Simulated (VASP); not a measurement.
A run of VASP 6.6.1:

The input INCAR:

```
PREC = Accurate ; ENCUT = 520
EDIFF = 1E-6 ; ISMEAR = -1
SIGMA = 0.1 ; LREAL = F
LASPH = T ; NELM = 80
ALGO = Normal ; ISIF = 2
LWAVE = F ; LCHARG = F
GGA = PE ; NBANDS = 12
```

Contents of KPOINTS:

```
regular mesh
0
Gamma
  16 16 15
```

POSCAR

```
Ti
1.0
    2.6249356642      0.0000000000      0.0000000000
   -1.3124678321      2.2732609685      0.0000000000
    0.0000000000      0.0000000000      2.5925793692
Ti
1
Direct
    0.0000000000      0.0000000000      0.0000000000
```

Potentials or basis: VASP PAW PBE potentials, release 64 (Ti_sv).

Launch:

```console
$ cat potpaw_PBE.64/Ti_sv/POTCAR > POTCAR
$ mpirun -np 1 vasp_std > vasp.out
```

Hardware: 1 thread of Intel(R) Xeon(R) 6975P-C (Granite Rapids), on a shared host.

Question: How long does it take, and how much memory?

Answer: It took 21 s on 1 thread of Intel(R) Xeon(R) 6975P-C (Granite Rapids), on a shared host, peak memory 0.15 GiB. Counts: scf iterations 12, k points 240.
